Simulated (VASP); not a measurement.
A run of VASP 6.6.1 is set up as follows.

INCAR

```
SYSTEM = GaN
  PREC = Accurate
  ENCUT = 520
  EDIFF = 1E-7
  ISMEAR = 0
  SIGMA = 0.05
  LREAL = .False.
  LASPH = .True.
  NELM = 60
  ALGO = Normal
  ISIF = 2
  LWAVE = .False.
  LCHARG = .True.
  GGA = PE
  LELF = .True.
  LVHAR = .True.
  NBANDS = 16
```

File KPOINTS:

```
Automatic mesh
0
Gamma
  10 10 10
  0 0 0
```

POSCAR

```
GaN
1.0
    0.0000000000      2.2742384928      2.2742384928
    2.2742384928      0.0000000000      2.2742384928
    2.2742384928      2.2742384928      0.0000000000
Ga N
1 1
Direct
   -0.0006625129      0.0006625129     -0.0006625129
    0.7532978072      0.7467021928      0.7532978072
```

Potentials or basis: VASP PAW PBE potentials, release 64 (Ga_d, N).

The run is started by

```sh
$ cat potpaw_PBE.64/Ga_d/POTCAR potpaw_PBE.64/N/POTCAR > POTCAR
$ mpirun -np 1 vasp_std > vasp.out
```

Problem. Predict the band gap on the k mesh.

Solution. 1.51 eV.

Problem. Estimate the largest force.

Solution. 0.203 eV/Å.

Problem. What does it give for the pressure?

Solution. 0.1 GPa.

Stress tensor (GPa, compression positive):
```
0.13 0.00 0.86
0.00 0.09 0.00
0.86 0.00 0.13
```

Caveat: the cell differs from its parent crystal (atoms displaced along a vibrational mode).
